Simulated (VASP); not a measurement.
# Zr2N (P4_2/mnm) in VASP: notebook

Runs on Zr2N. Level: PBEsol. Tasks: single point.

Everything below comes from runs of VASP 6.6.1. Logs are shortened: lines on timing, memory, paths and dates and some standing lists are left out, and cuts for length are marked.

### 1 The cell of the first run

Symmetry: P4_2/mnm, No. 136, tetragonal system. Conventional cell: a = 5.444 Å, b = 5.444 Å, c = 3.185 Å, α = 90.00°, β = 90.00°, γ = 90.00°. Within 3.0 Å of Zr (site symmetry m2m) lie 3 N at 2.24 to 2.28 Å. Within 3.0 Å of N (site symmetry mmm) lie 6 Zr at 2.24 to 2.28 Å.

### 2 Single point, PBEsol

The input, INCAR:

```
SYSTEM = Zr2N
ALGO = Normal
EDIFF = 1E-7
ENCUT = 520
GGA = PS
ISIF = 2
ISMEAR = 0
LASPH = .True.
LCHARG = .False.
LREAL = .False.
LWAVE = .False.
NBANDS = 38
NELM = 60
PREC = Accurate
SIGMA = 0.15
```

The input, KPOINTS:

```
k-points
0
Gamma
  10 10 16
  0 0 0
```

The input, POSCAR:

```
Zr2N
1.0
    5.4436202233      0.0000000000      0.0000000000
    0.0000000000      5.4436202233      0.0000000000
    0.0000000000      0.0000000000      3.1847606206
Zr N
4 2
Direct
    0.2962523428      0.2962523428      0.0000000000
    0.7037476572      0.7037476572      0.0000000000
    0.7962523428      0.2037476572      0.5000000000
    0.2037476572      0.7962523428      0.5000000000
    0.0000000000      0.0000000000      0.0000000000
    0.5000000000      0.5000000000      0.5000000000
```

Potentials or basis: VASP PAW PBE potentials, release 64 (Zr_sv, N).

Run with:

```bash
$ cat potpaw_PBE.64/Zr_sv/POTCAR potpaw_PBE.64/N/POTCAR > POTCAR
$ mpirun -np 1 vasp_std > vasp.out
```

OUTCAR:

```text
SYSTEM = Zr2N
   EDIFF = 1E-7
   ENCUT = 520
   GGA = PS
   ISIF = 2
   ISMEAR = 0
   LASPH = .True.
   LREAL = .False.
   NELM = 60
   PREC = Accurate

 ion  position               nearest neighbor table
   1  0.296  0.296  0.000-   6 2.24   6 2.24   5 2.28   2 3.14   4 3.19   3 3.19   4 3.19   3 3.19
                             4 3.19   4 3.19   3 3.19   3 3.19
   2  0.704  0.704  0.000-   6 2.24   6 2.24   5 2.28   1 3.14   4 3.19   3 3.19   4 3.19   3 3.19
                             3 3.19   3 3.19   4 3.19   4 3.19
   3  0.796  0.204  0.500-   5 2.24   5 2.24   6 2.28   4 3.14   1 3.19   1 3.19   2 3.19   2 3.19
                             2 3.19   2 3.19   1 3.19   1 3.19
   4  0.204  0.796  0.500-   5 2.24   5 2.24   6 2.28   3 3.14   1 3.19   1 3.19   2 3.19   2 3.19
                             1 3.19   1 3.19   2 3.19   2 3.19
   5  0.000  0.000  0.000-   3 2.24   4 2.24   3 2.24   4 2.24   1 2.28   2 2.28
   6  0.500  0.500  0.500-   1 2.24   2 2.24   1 2.24   2 2.24   3 2.28   4 2.28

  LATTYP: Found a simple tetragonal cell.
 ALAT       =     5.4436202233
 C/A-ratio  =     0.5850446008

  Lattice vectors:

 A1 = (   5.4436202233,   0.0000000000,   0.0000000000)
 A2 = (   0.0000000000,   5.4436202233,   0.0000000000)
 A3 = (   0.0000000000,   0.0000000000,   3.1847606206)

Analysis of symmetry for initial positions (statically):
=====================================================================
 Subroutine PRICEL returns:
 Original cell was already a primitive cell.

 Routine SETGRP: Setting up the symmetry group for a
 simple tetragonal supercell.

 Subroutine GETGRP returns: Found 16 space group operations
 (whereof  8 operations were pure point group operations)
 out of a pool of 16 trial point group operations.

The static configuration has the point symmetry D_2h.
 The point group associated with its full space group is D_4h.

Analysis of symmetry for dynamics (positions and initial velocities):
=====================================================================
 Subroutine PRICEL returns:
 Original cell was already a primitive cell.

 Routine SETGRP: Setting up the symmetry group for a
 simple tetragonal supercell.

 Subroutine GETGRP returns: Found 16 space group operations
 (whereof  8 operations were pure point group operations)
 out of a pool of 16 trial point group operations.

The dynamic configuration has the point symmetry D_2h.
 The point group associated with its full space group is D_4h.

 Subroutine INISYM returns: Found 16 space group operations
 (whereof  8 operations are pure point group operations),
 and found     1 'primitive' translations

----------------------------------------------------------------------------------------

                                     Primitive cell

  volume of cell :      94.3740

  direct lattice vectors                    reciprocal lattice vectors
     5.443620223  0.000000000  0.000000000     0.183701279  0.000000000  0.000000000
     0.000000000  5.443620223  0.000000000     0.000000000  0.183701279  0.000000000
     0.000000000  0.000000000  3.184760621     0.000000000  0.000000000  0.313995342

  length of vectors
     5.443620223  5.443620223  3.184760621     0.183701279  0.183701279  0.313995342

  position of ions in fractional coordinates (direct lattice)
     0.296252343  0.296252343  0.000000000
     0.703747657  0.703747657  0.000000000
     0.796252343  0.203747657  0.500000000
     0.203747657  0.796252343  0.500000000
     0.000000000  0.000000000  0.000000000
     0.500000000  0.500000000  0.500000000

  ion indices of the primitive-cell ions
   primitive index   ion index
                 1           1
                 2           2
                 3           3
                 4           4
                 5           5
                 6           6

----------------------------------------------------------------------------------------

 KPOINTS: k-points

Automatic generation of k-mesh.
 Grid dimensions read from file:
 generate k-points for:   10   10   16

 Generating k-lattice:

  Cartesian coordinates                     Fractional coordinates (reciprocal lattice)
     0.018370128  0.000000000  0.000000000     0.100000000  0.000000000  0.000000000
     0.000000000  0.018370128  0.000000000     0.000000000  0.100000000  0.000000000
     0.000000000  0.000000000  0.019624709     0.000000000  0.000000000  0.062500000

  Length of vectors
     0.018370128  0.018370128  0.019624709

  Shift w.r.t. Gamma in fractional coordinates (k-lattice)
     0.000000000  0.000000000  0.000000000

 Subroutine IBZKPT returns following result:
 ===========================================

 Found    189 irreducible k-points:

 Following reciprocal coordinates:
            Coordinates               Weight
  0.000000  0.000000  0.000000      1.000000
  0.100000  0.000000  0.000000      4.000000
  0.200000  0.000000  0.000000      4.000000
  0.300000  0.000000  0.000000      4.000000
  0.400000  0.000000  0.000000      4.000000
  0.500000  0.000000  0.000000      2.000000
[... 16 lines left out ...]
  0.100000  0.000000  0.062500      8.000000
  0.200000  0.000000  0.062500      8.000000
 [... further k-points ...]
   k-points           NKPTS =    189   k-points in BZ     NKDIM =    189   number of bands    NBANDS=     38
   number of dos      NEDOS =    301   number of ions     NIONS =      6
   total plane-waves  NPLWV =  38400
   dimension x,y,z NGX =    40 NGY =   40 NGZ =   24
   dimension x,y,z NGXF=    80 NGYF=   80 NGZF=   48
   ions per type =               4   2
   NGX,Y,Z   is equivalent  to a cutoff of  12.22, 12.22, 12.53 a.u.
   NGXF,Y,Z  is equivalent  to a cutoff of  24.43, 24.43, 25.06 a.u.
 SYSTEM =  Zr2N
   PREC   = accura    normal or accurate (medium, high low for compatibility)
   ISTART =      0    job   : 0-new  1-cont  2-samecut
   ICHARG =      2    charge: 1-file 2-atom 10-const
   ISPIN  =      1    spin polarized calculation?
   LNONCOLLINEAR =      F non collinear calculations
   LSORBIT =      F    spin-orbit coupling
   LASPH  =      T    aspherical Exc in radial PAW
   ENCUT  =  520.0 eV  38.22 Ry    6.18 a.u.  10.12 10.12  5.92*2*pi/ulx,y,z
   NELM   =     60;   NELMIN=  2; NELMDL= -5     # of ELM steps
   EDIFF  = 0.1E-06   stopping-criterion for ELM
   LREAL  =      F    real-space projection
   EDIFFG = 0.1E-05   stopping-criterion for IOM
   NSW    =      0    number of steps for IOM
   IBRION =     -1    ionic relax: 0-MD 1-quasi-New 2-CG
   NFREE  =      0    steps in history (QN), initial steepest desc. (CG)
   ISIF   =      2    stress and relaxation
   ISYM   =      2    0-nonsym 1-usesym 2-fastsym
   POTIM  = 0.5000    time-step for ionic-motion
   TEBEG  =    0.0;   TEEND  =   0.0 temperature during run
   PSTRESS=    0.0 pullay stress
   NELECT =      58.0000    total number of electrons
   NUPDOWN=      -1.0000    fix difference up-down
   EMIN   =  10.00;   EMAX   =-10.00  energy-range for DOS
   EFERMI =   0.00;   METHOD = LEGACY
   ISMEAR =     0;   SIGMA  =   0.15  broadening in eV -4-tet -1-fermi 0-gaus
   EFERMI_NEDOS =   21; number of points for ismear=-14 and -15
   IALGO  =     38    algorithm
   IMIX   =      4    mixing-type and parameters
     AMIX     =   0.40;   BMIX     =  1.00
     AMIX_MAG =   1.60;   BMIX_MAG =  1.00
  volume/ion in A,a.u.               =      15.73       106.14
  Fermi-wavevector in a.u.,A,eV,Ry     =   1.391874  2.630261 26.358758  1.937314
  Thomas-Fermi vector in A             =   2.515671
   LORBIT       =      0    0 simple, 1 ext, 2 COOP (PROOUT), +10 PAW based schemes
   GGA     = PS    functional components
   LHFCALC =     F    Hartree Fock is set to
   AEXX    =    0.0000 exact exchange contribution
   IVDW    =     0    specifies the selected vdW correction
   LEPSILON=     F    determine dielectric tensor
   LRPA    =     F    only Hartree local field effects (RPA)
 non-spin polarized calculation
 Gauss-broadening in eV      SIGMA  =   0.15
  energy-cutoff  :      520.00
  volume of cell :       94.37
 maximum number of plane-waves:      2568
   NGX = 21   NGY = 21   NGZ = 11

 number of electron      58.0000000 magnetization

 Free energy of the ion-electron system (eV)
  ---------------------------------------------------
  ext. energy  EPLUGINS =         0.00000000
  ---------------------------------------------------
  free energy    TOTEN  =       -61.73386843 eV

  energy without entropy =      -61.69688354  energy(sigma->0) =      -61.71537599

 E-fermi :   9.8536     XC(G=0): -11.9580

 val. band max:        9.8502092967   @ k =   0.3000   0.2000   0.3125
 cond. band min:       9.8547547152   @ k =   0.4000   0.3000   0.3125
 fundamental gap:      0.0045454185
 Fermi energy:         9.8535791325

 k-point     1 :       0.0000    0.0000    0.0000
  band No.  band energies     occupation
      1     -38.6632      2.00000
      2     -38.5162      2.00000
      3     -38.5162      2.00000
      4     -38.4495      2.00000
      5     -17.6733      2.00000
      6     -17.0505      2.00000
[... 30 lines left out ...]
     37      12.5553      0.00000
     38      12.8983      0.00000

 k-point     2 :       0.1000    0.0000    0.0000
  band No.  band energies     occupation
      1     -38.6599      2.00000
      2     -38.5204      2.00000
      3     -38.5144      2.00000
      4     -38.4507      2.00000
      5     -17.6554      2.00000
      6     -17.0460      2.00000
[... 30 lines left out ...]
     37      12.5590      0.00000
     38      13.0768      0.00000

 k-point     3 :       0.2000    0.0000    0.0000
  band No.  band energies     occupation
      1     -38.6502      2.00000
      2     -38.5320      2.00000
      3     -38.5091      2.00000
      4     -38.4544      2.00000
      5     -17.6041      2.00000
      6     -17.0466      2.00000
[... 30 lines left out ...]
     37      12.5141      0.00000
[... 781 lines left out ...]
 k-point    23 :       0.1000    0.0000    0.0625
  band No.  band energies     occupation
      1     -38.6558      2.00000
      2     -38.5182      2.00000
      3     -38.5123      2.00000
      4     -38.4505      2.00000
      5     -17.6424      2.00000
      6     -17.0365      2.00000
[... 30 lines left out ...]
     37      12.5319      0.00000
     38      13.1989      0.00000

 k-point    24 :       0.2000    0.0000    0.0625
  band No.  band energies     occupation
      1     -38.6462      2.00000
      2     -38.5298      2.00000
      3     -38.5072      2.00000
      4     -38.4540      2.00000
      5     -17.5917      2.00000
      6     -17.0373      2.00000
[... 30 lines left out ...]
     37      12.5698      0.00000
     38      13.5187      0.00000

 [... further k-points ...]

------------------------ aborting loop because EDIFF is reached ----------------------------------------

  FORCE on cell =-STRESS in cart. coord.  units (eV):
  Direction    XX          YY          ZZ          XY          YZ          ZX
  --------------------------------------------------------------------------------------
  -------------------------------------------------------------------------------------
  Total       -1.8421176     -1.8421176      4.7870319      0.0000000      0.0000000      0.0000000
  in kB      -31.2734282    -31.2734282     81.2689170      0.0000000      0.0000000      0.0000000
  external PRESSURE =       6.2406869 kB  Pullay stress =       0.0000000 kB

 VOLUME and BASIS-vectors are now :
 -----------------------------------------------------------------------------
  energy-cutoff  :      520.00
  volume of cell :       94.37
      direct lattice vectors                 reciprocal lattice vectors
     5.443620223  0.000000000  0.000000000     0.183701279  0.000000000  0.000000000
     0.000000000  5.443620223  0.000000000     0.000000000  0.183701279  0.000000000
     0.000000000  0.000000000  3.184760621     0.000000000  0.000000000  0.313995342

 POSITION                                       TOTAL-FORCE (eV/Angst)
 -----------------------------------------------------------------------------------
      1.61269      1.61269      0.00000         0.029336      0.029336      0.000000
      3.83093      3.83093      0.00000        -0.029336     -0.029336      0.000000
      4.33450      1.10912      1.59238         0.029336     -0.029336      0.000000
      1.10912      4.33450      1.59238        -0.029336      0.029336      0.000000
      0.00000      0.00000      0.00000         0.000000      0.000000      0.000000
      2.72181      2.72181      1.59238         0.000000      0.000000      0.000000
 -----------------------------------------------------------------------------------
    total drift:                               -0.000000      0.000000     -0.000000

  FREE ENERGIE OF THE ION-ELECTRON SYSTEM (eV)
  ---------------------------------------------------
  free  energy   TOTEN  =       -61.7338684343 eV

  energy  without entropy=      -61.6968835405  energy(sigma->0) =      -61.71537599
```

It took 14 min on 1 thread of Intel Xeon 8259CL, shared host; peak memory 0.56 GiB.

What came out:

```
Free energy            : -61.7339 eV
Pressure               : 0.6 GPa
Largest force          : 0.041 eV/Å
Band gap on the k mesh : zero (bands 29 and 30 overlap by 2.43 eV)
```

Forces in eV/Å, atoms in the order of the input:
```
Zr   0.029  0.029  0.000
Zr  -0.029 -0.029  0.000
Zr   0.029 -0.029  0.000
Zr  -0.029  0.029  0.000
N    0.000  0.000  0.000
N    0.000  0.000  0.000
```

Stress tensor (GPa, compression positive):
```
-3.13  0.00  0.00
 0.00 -3.13  0.00
 0.00  0.00  8.13
```

Caveat: the stress differs along the axes, from -3 to 8 GPa; the PAW data sets were made with another functional, which shifts forces and pressure a little.

### 3 Single point, PBEsol

This run uses another cell than the first one, of the same volume but with other edges.

The input, INCAR:

```
SYSTEM = Zr2N
  ALGO = Normal
  EDIFF = 1E-6
  ENCUT = 520
  GGA = PS
  ISIF = 2
  ISMEAR = 0
  LASPH = .TRUE.
  LCHARG = .FALSE.
  LREAL = .FALSE.
  LWAVE = .FALSE.
  NBANDS = 38
  NELM = 80
  PREC = Accurate
  SIGMA = 0.15
```

The input, KPOINTS:

```
k-points
0
G
  10 10 16
  0 0 0
```

POSCAR, as its differences from that of step 2:

```diff
@@ -2,5 +2,5 @@
 1.0
-    5.4436202233      0.0000000000      0.0000000000
-    0.0000000000      5.4436202233      0.0000000000
-    0.0000000000      0.0000000000      3.1847606206
+    5.2834199307      0.0000000000      0.0000000000
+    0.0000000000      5.2834199307      0.0000000000
+    0.0000000000      0.0000000000      3.3808209579
 Zr N
```

Potentials or basis: VASP PAW PBE potentials, release 64 (Zr_sv, N).

Run with:

```bash
$ cat potpaw_PBE.64/Zr_sv/POTCAR potpaw_PBE.64/N/POTCAR > POTCAR
$ mpirun -np 1 vasp_std > vasp.out
```

OUTCAR:

```text
SYSTEM = Zr2N
   EDIFF = 1E-6
   ENCUT = 520
   GGA = PS
   ISIF = 2
   ISMEAR = 0
   LASPH = .TRUE.
   LREAL = .FALSE.
   NELM = 80
   PREC = Accurate

 ion  position               nearest neighbor table
   1  0.296  0.296  0.000-   5 2.21   6 2.27   6 2.27   2 3.04   4 3.17   3 3.17   4 3.17   3 3.17
                             4 3.17   4 3.17   3 3.17   3 3.17   2 3.80   2 3.80
   2  0.704  0.704  0.000-   5 2.21   6 2.27   6 2.27   1 3.04   4 3.17   3 3.17   4 3.17   3 3.17
                             3 3.17   3 3.17   4 3.17   4 3.17   1 3.80   1 3.80
   3  0.796  0.204  0.500-   6 2.21   5 2.27   5 2.27   4 3.04   1 3.17   1 3.17   2 3.17   2 3.17
                             2 3.17   2 3.17   1 3.17   1 3.17   4 3.80   4 3.80
[... 1199 lines left out ...]
  Total        2.3284446      2.3284446     -4.5772944     -0.0000000      0.0000000      0.0000000
  in kB       39.5297484     39.5297484    -77.7082267     -0.0000000      0.0000000      0.0000000
  external PRESSURE =       0.4504234 kB  Pullay stress =       0.0000000 kB

 VOLUME and BASIS-vectors are now :
 -----------------------------------------------------------------------------
  energy-cutoff  :      520.00
  volume of cell :       94.37
      direct lattice vectors                 reciprocal lattice vectors
     5.283419931  0.000000000  0.000000000     0.189271346  0.000000000  0.000000000
     0.000000000  5.283419931  0.000000000     0.000000000  0.189271346  0.000000000
     0.000000000  0.000000000  3.380820958     0.000000000  0.000000000  0.295786146

 POSITION                                       TOTAL-FORCE (eV/Angst)
 -----------------------------------------------------------------------------------
      1.56523      1.56523      0.00000        -0.070710     -0.070710      0.000000
      3.71819      3.71819      0.00000         0.070710      0.070710      0.000000
      4.20694      1.07648      1.69041        -0.070710      0.070710      0.000000
      1.07648      4.20694      1.69041         0.070710     -0.070710      0.000000
      0.00000      0.00000      0.00000         0.000000     -0.000000      0.000000
      2.64171      2.64171      1.69041         0.000000     -0.000000      0.000000
 -----------------------------------------------------------------------------------
    total drift:                               -0.000000      0.000000     -0.000000

  FREE ENERGIE OF THE ION-ELECTRON SYSTEM (eV)
  ---------------------------------------------------
  free  energy   TOTEN  =       -61.7129423302 eV

  energy  without entropy=      -61.6788683271  energy(sigma->0) =      -61.69590533
```

OSZICAR:

```text
N       E                     dE             d eps       ncg     rms          rms(c)
DAV:   1     0.572614107106E+03    0.57261E+03   -0.31400E+04 14372   0.155E+03
DAV:   2    -0.154117547386E+02   -0.58803E+03   -0.57140E+03 16242   0.452E+02
DAV:   3    -0.658825474083E+02   -0.50471E+02   -0.49780E+02 22640   0.107E+02
DAV:   4    -0.692083885548E+02   -0.33258E+01   -0.33169E+01 20990   0.246E+01
DAV:   5    -0.693331791517E+02   -0.12479E+00   -0.12475E+00 19888   0.425E+00    0.361E+01
DAV:   6    -0.619720008251E+02    0.73612E+01   -0.43479E+01 17896   0.271E+01    0.159E+01
DAV:   7    -0.617691601541E+02    0.20284E+00   -0.52166E+00 20074   0.787E+00    0.834E+00
DAV:   8    -0.617261308818E+02    0.43029E-01   -0.46381E-01 16732   0.331E+00    0.125E+00
DAV:   9    -0.617147586151E+02    0.11372E-01   -0.16322E-01 18664   0.143E+00    0.676E-01
DAV:  10    -0.617128281015E+02    0.19305E-02   -0.32509E-02 18898   0.852E-01    0.136E-01
DAV:  11    -0.617129838726E+02   -0.15577E-03   -0.94605E-04 18532   0.184E-01    0.421E-02
DAV:  12    -0.617129419570E+02    0.41916E-04   -0.15481E-04 20280   0.552E-02    0.851E-03
DAV:  13    -0.617129426648E+02   -0.70782E-06   -0.10307E-05 15220   0.144E-02    0.352E-03
DAV:  14    -0.617129423302E+02    0.33465E-06   -0.36653E-07 10264   0.421E-03
   1 F= -.61712942E+02 E0= -.61695905E+02  d E =-.340740E-01
```

stdout:

```text
POSCAR found type information on POSCAR ZrN
 POSCAR found :  2 types and       6 ions
 scaLAPACK will be used
 -----------------------------------------------------------------------------
|                                                                             |
|                                                                             |
|     You enforced a specific xc type in the INCAR file but a different       |
|     I HOPE YOU KNOW WHAT YOU ARE DOING!                                     |
|                                                                             |
 -----------------------------------------------------------------------------

 LDA part: xc-table for (Slater+PW92), standard interpolation
 POSCAR, INCAR and KPOINTS ok, starting setup
 FFT: planning ... GRIDC
 FFT: planning ... GRID_SOFT
 FFT: planning ... GRID
 WAVECAR not read
 entering main loop
```

Run time: 15 min. Hardware: 1 thread of Intel Xeon 8259CL, shared host; peak memory 0.57 GiB.

Results:

```yaml
Free_energy: -61.7129 eV
Pressure: 0.0 GPa
Largest_force: 0.100 eV/Å
Band_gap_on_the_k_mesh: zero (bands 29 and 30 overlap by 2.24 eV)
```

Forces on the atoms (eV/Å):
```
Zr  -0.071 -0.071  0.000
Zr   0.071  0.071  0.000
Zr  -0.071  0.071  0.000
Zr   0.071 -0.071  0.000
N    0.000  0.000  0.000
N    0.000  0.000  0.000
```

Caveat: the stress differs along the axes, from -8 to 4 GPa; the PAW data sets were made with another functional, which shifts forces and pressure a little.
